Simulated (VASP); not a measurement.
# Re (I4/mmm) in VASP: notebook, part 2 of 2

VASP 6.6.1. The steps go on from the part before.

**3. Single point, PBE (normal strain along x +0.0275, normal strain along z +0.0275)**

INCAR

```
SYSTEM = Re
PREC = Accurate
ENCUT = 520
EDIFF = 1E-6
ISMEAR = 0
SIGMA = 0.15
LREAL = .FALSE.
LASPH = .TRUE.
NELM = 80
ALGO = Normal
ISIF = 2
LWAVE = .FALSE.
LCHARG = .TRUE.
GGA = PE
LELF = .TRUE.
LVHAR = .TRUE.
NBANDS = 10
```

KPOINTS

```
Automatic mesh
0
G
  10 10 10
  0 0 0
```

POSCAR

```
Re
1.0
    0.0000000000      1.9577236186      2.0115610181
    2.0115610181      0.0000000000      2.0115610181
    2.0115610181      1.9577236186      0.0000000000
Re
1
Direct
    0.0000000000      0.0000000000      0.0000000000
```

Potentials or basis: VASP PAW PBE potentials, release 64 (Re).

Run with:

```bash
cat potpaw_PBE.64/Re/POTCAR > POTCAR
mpirun -np 1 vasp_std > vasp.out
```

OUTCAR:

```text
SYSTEM = Re
   PREC = Accurate
   ENCUT = 520
   EDIFF = 1E-6
   ISMEAR = 0
   LREAL = .FALSE.
   LASPH = .TRUE.
   NELM = 80
   ISIF = 2
   GGA = PE

 ion  position               nearest neighbor table
   1  0.000  0.000  0.000-

  LATTYP: Found a body centered tetragonal cell.
 ALAT       =     2.8447768733
 C/A-ratio  =     1.3763635644

  Lattice vectors:

 A1 = (   0.0000000000,  -1.9577236186,   2.0115610181)
 A2 = (   0.0000000000,  -1.9577236186,  -2.0115610181)
 A3 = (   2.0115610181,   1.9577236186,   0.0000000000)

Analysis of symmetry for initial positions (statically):
=====================================================================
 Subroutine PRICEL returns:
 Original cell was already a primitive cell.

 Routine SETGRP: Setting up the symmetry group for a
 body centered tetragonal supercell.

 Subroutine GETGRP returns: Found 16 space group operations
 (whereof 16 operations were pure point group operations)
 out of a pool of 16 trial point group operations.

The static configuration has the point symmetry D_4h.

Analysis of symmetry for dynamics (positions and initial velocities):
=====================================================================
 Subroutine PRICEL returns:
 Original cell was already a primitive cell.

 Routine SETGRP: Setting up the symmetry group for a
 body centered tetragonal supercell.

 Subroutine GETGRP returns: Found 16 space group operations
 (whereof 16 operations were pure point group operations)
 out of a pool of 16 trial point group operations.

The dynamic configuration has the point symmetry D_4h.

 Subroutine INISYM returns: Found 16 space group operations
 (whereof 16 operations are pure point group operations),
 and found     1 'primitive' translations

----------------------------------------------------------------------------------------

                                     Primitive cell

  volume of cell :      15.8434

  direct lattice vectors                    reciprocal lattice vectors
     0.000000000  1.957723619  2.011561018    -0.248563178  0.255398666  0.248563178
     2.011561018  0.000000000  2.011561018     0.248563178 -0.255398666  0.248563178
     2.011561018  1.957723619  0.000000000     0.248563178  0.255398666 -0.248563178

  length of vectors
     2.806966244  2.844776873  2.806966244     0.434506370  0.434506370  0.434506370

  position of ions in fractional coordinates (direct lattice)
     0.000000000  0.000000000  0.000000000

  ion indices of the primitive-cell ions
   primitive index   ion index
                 1           1

----------------------------------------------------------------------------------------

 KPOINTS: Automatic mesh

Automatic generation of k-mesh.
 Grid dimensions read from file:
 generate k-points for:   10   10   10

 Generating k-lattice:

  Cartesian coordinates                     Fractional coordinates (reciprocal lattice)
    -0.024856318  0.025539867  0.024856318     0.100000000  0.000000000  0.000000000
     0.024856318 -0.025539867  0.024856318     0.000000000  0.100000000  0.000000000
     0.024856318  0.025539867 -0.024856318     0.000000000  0.000000000  0.100000000

  Length of vectors
     0.043450637  0.043450637  0.043450637

  Shift w.r.t. Gamma in fractional coordinates (k-lattice)
     0.000000000  0.000000000  0.000000000

 Subroutine IBZKPT returns following result:
 ===========================================

 Found    102 irreducible k-points:

 Following reciprocal coordinates:
            Coordinates               Weight
  0.000000  0.000000  0.000000      1.000000
  0.100000  0.000000  0.000000      8.000000
  0.200000  0.000000  0.000000      8.000000
  0.300000  0.000000  0.000000      8.000000
  0.400000  0.000000  0.000000      8.000000
  0.500000  0.000000  0.000000      4.000000
[... 16 lines left out ...]
  0.300000  0.300000  0.000000      4.000000
  0.400000  0.300000  0.000000     16.000000
 [... further k-points ...]
   k-points           NKPTS =    102   k-points in BZ     NKDIM =    102   number of bands    NBANDS=     10
   number of dos      NEDOS =    301   number of ions     NIONS =      1
   total plane-waves  NPLWV =  13824
   dimension x,y,z NGX =    24 NGY =   24 NGZ =   24
   dimension x,y,z NGXF=    48 NGYF=   48 NGZF=   48
   ions per type =               1
   NGX,Y,Z   is equivalent  to a cutoff of  14.21, 14.03, 14.21 a.u.
   NGXF,Y,Z  is equivalent  to a cutoff of  28.43, 28.05, 28.43 a.u.
 SYSTEM =  Re
   PREC   = accura    normal or accurate (medium, high low for compatibility)
   ISTART =      0    job   : 0-new  1-cont  2-samecut
   ICHARG =      2    charge: 1-file 2-atom 10-const
   ISPIN  =      1    spin polarized calculation?
   LNONCOLLINEAR =      F non collinear calculations
   LSORBIT =      F    spin-orbit coupling
   LASPH  =      T    aspherical Exc in radial PAW
   ENCUT  =  520.0 eV  38.22 Ry    6.18 a.u.   5.22  5.29  5.22*2*pi/ulx,y,z
   NELM   =     80;   NELMIN=  2; NELMDL= -5     # of ELM steps
   EDIFF  = 0.1E-05   stopping-criterion for ELM
   LREAL  =      F    real-space projection
   EDIFFG = 0.1E-04   stopping-criterion for IOM
   NSW    =      0    number of steps for IOM
   IBRION =     -1    ionic relax: 0-MD 1-quasi-New 2-CG
   NFREE  =      0    steps in history (QN), initial steepest desc. (CG)
   ISIF   =      2    stress and relaxation
   ISYM   =      2    0-nonsym 1-usesym 2-fastsym
   POTIM  = 0.5000    time-step for ionic-motion
   TEBEG  =    0.0;   TEEND  =   0.0 temperature during run
   PSTRESS=    0.0 pullay stress
   NELECT =       7.0000    total number of electrons
   NUPDOWN=      -1.0000    fix difference up-down
   EMIN   =  10.00;   EMAX   =-10.00  energy-range for DOS
   EFERMI =   0.00;   METHOD = LEGACY
   ISMEAR =     0;   SIGMA  =   0.15  broadening in eV -4-tet -1-fermi 0-gaus
   EFERMI_NEDOS =   21; number of points for ismear=-14 and -15
   IALGO  =     38    algorithm
   IMIX   =      4    mixing-type and parameters
     AMIX     =   0.40;   BMIX     =  1.00
     AMIX_MAG =   1.60;   BMIX_MAG =  1.00
  volume/ion in A,a.u.               =      15.84       106.92
  Fermi-wavevector in a.u.,A,eV,Ry     =   1.246881  2.356263 21.153135  1.554712
  Thomas-Fermi vector in A             =   2.381038
   LORBIT       =      0    0 simple, 1 ext, 2 COOP (PROOUT), +10 PAW based schemes
   GGA     = PE    functional components
   LHFCALC =     F    Hartree Fock is set to
   AEXX    =    0.0000 exact exchange contribution
   IVDW    =     0    specifies the selected vdW correction
   LEPSILON=     F    determine dielectric tensor
   LRPA    =     F    only Hartree local field effects (RPA)
 non-spin polarized calculation
 Gauss-broadening in eV      SIGMA  =   0.15
  energy-cutoff  :      520.00
  volume of cell :       15.84
 maximum number of plane-waves:       437
 NGX is ok and might be reduce to    24
   NGX = 11   NGY = 11   NGZ = 11

 number of electron       7.0000000 magnetization

 Free energy of the ion-electron system (eV)
  ---------------------------------------------------
  ext. energy  EPLUGINS =         0.00000000
  ---------------------------------------------------
  free energy    TOTEN  =       -12.31888240 eV

  energy without entropy =      -12.30585967  energy(sigma->0) =      -12.31237104

 E-fermi :   7.2942     XC(G=0): -13.3237

 val. band max:        7.2821823788   @ k =  -0.3000   0.0000   0.3000
 cond. band min:       7.3002340039   @ k =   0.2000  -0.1000   0.1000
 fundamental gap:      0.0180516251
 Fermi energy:         7.2941827280

 k-point     1 :       0.0000    0.0000    0.0000
  band No.  band energies     occupation
      1      -2.3557      2.00000
      2       5.4241      2.00000
      3       5.4241      2.00000
      4       5.7775      2.00000
      5       8.1386      0.00000
      6       8.6145      0.00000
      7      21.1073      0.00000
      8      26.0487      0.00000
      9      26.0487      0.00000
     10      26.9188      0.00000

 k-point     2 :       0.1000    0.0000    0.0000
  band No.  band energies     occupation
      1      -1.9344      2.00000
      2       5.2437      2.00000
      3       5.6059      2.00000
      4       5.8796      2.00000
      5       8.0310      0.00000
      6       8.4605      0.00000
      7      21.8882      0.00000
      8      24.5452      0.00000
      9      26.7929      0.00000
     10      27.3859      0.00000
[... 274 lines left out ...]
 k-point    24 :       0.4000    0.3000    0.0000
  band No.  band energies     occupation
      1       1.5345      2.00000
      2       2.6462      2.00000
      3       6.1611      2.00000
      4       8.7152      0.00000
      5      10.1371      0.00000
      6      10.5185      0.00000
      7      20.4793      0.00000
      8      22.5707      0.00000
      9      23.6399      0.00000
     10      28.0927      0.00000

 [... further k-points ...]
[... 5 lines left out ...]
  --------------------------------------------------------------------------------------
  -------------------------------------------------------------------------------------
  Total       -2.0530529     -1.3393021     -2.0530529     -0.0000000      0.0000000      0.0000000
  in kB     -207.6170025   -135.4382468   -207.6170025     -0.0000000      0.0000000      0.0000000
  external PRESSURE =    -183.5574173 kB  Pullay stress =       0.0000000 kB

 VOLUME and BASIS-vectors are now :
 -----------------------------------------------------------------------------
  energy-cutoff  :      520.00
  volume of cell :       15.84
      direct lattice vectors                 reciprocal lattice vectors
     0.000000000  1.957723619  2.011561018    -0.248563178  0.255398666  0.248563178
     2.011561018  0.000000000  2.011561018     0.248563178 -0.255398666  0.248563178
     2.011561018  1.957723619  0.000000000     0.248563178  0.255398666 -0.248563178

 POSITION                                       TOTAL-FORCE (eV/Angst)
 -----------------------------------------------------------------------------------
      0.00000      0.00000      0.00000         0.000000      0.000000      0.000000
 -----------------------------------------------------------------------------------
    total drift:                               -0.000000      0.000000      0.000000

  FREE ENERGIE OF THE ION-ELECTRON SYSTEM (eV)
  ---------------------------------------------------
  free  energy   TOTEN  =       -12.3188824042 eV

  energy  without entropy=      -12.3058596694  energy(sigma->0) =      -12.31237104
```

Run time: 17 s. Hardware: 1 thread of AMD EPYC 7R43 (Zen 3), shared host; peak memory 0.12 GiB.

Results:

```yaml
Free_energy: -12.3189 eV
Pressure: -18.4 GPa
```

Caveat: the cell differs from its parent crystal (normal strain along x +0.0275, normal strain along z +0.0275); spin-orbit coupling is left out, which moves the levels of the heavy elements.
